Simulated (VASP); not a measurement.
Input of a VASP 6.6.1 run:

The input INCAR:

```
PREC = Accurate ; ENCUT = 520
EDIFF = 1E-6 ; ISMEAR = 0
SIGMA = 0.1 ; LREAL = False
LASPH = True ; NELM = 80
ALGO = Normal ; ISIF = 2
LWAVE = False ; LCHARG = True
GGA = PE ; LELF = True
LVHAR = True ; NBANDS = 19
```

File KPOINTS:

```
Automatic mesh
0
Gamma
  4 4 4
```

POSCAR

```
Na3H
1.0
    4.0358426600      0.0000000000      0.0000000000
    0.0000000000      4.0358426600      0.0000000000
    0.0000000000      0.0000000000      3.9943597200
Na H
3 1
Direct
    0.0000000000      0.5000000000      0.5000000000
    0.5000000000      0.0000000000      0.5000000000
    0.5000000000      0.5000000000      0.0000000000
    0.0000000000      0.0000000000      0.0000000000
```

Potentials or basis: VASP PAW PBE potentials, release 64 (Na_pv, H).

Command:

```console
$ cat potpaw_PBE.64/Na_pv/POTCAR potpaw_PBE.64/H/POTCAR > POTCAR
$ mpirun -np 1 vasp_std > vasp.out
```

Problem. Predict the pressure.

Solution. 11.7 GPa.

Problem. Predict the band gap on the k mesh.

Solution. Zero (band 11 reaches 3.83 eV, above the bottom of band 12 at 2.73 eV).

Caveat: the k points lie up to 0.39 Å⁻¹ apart.
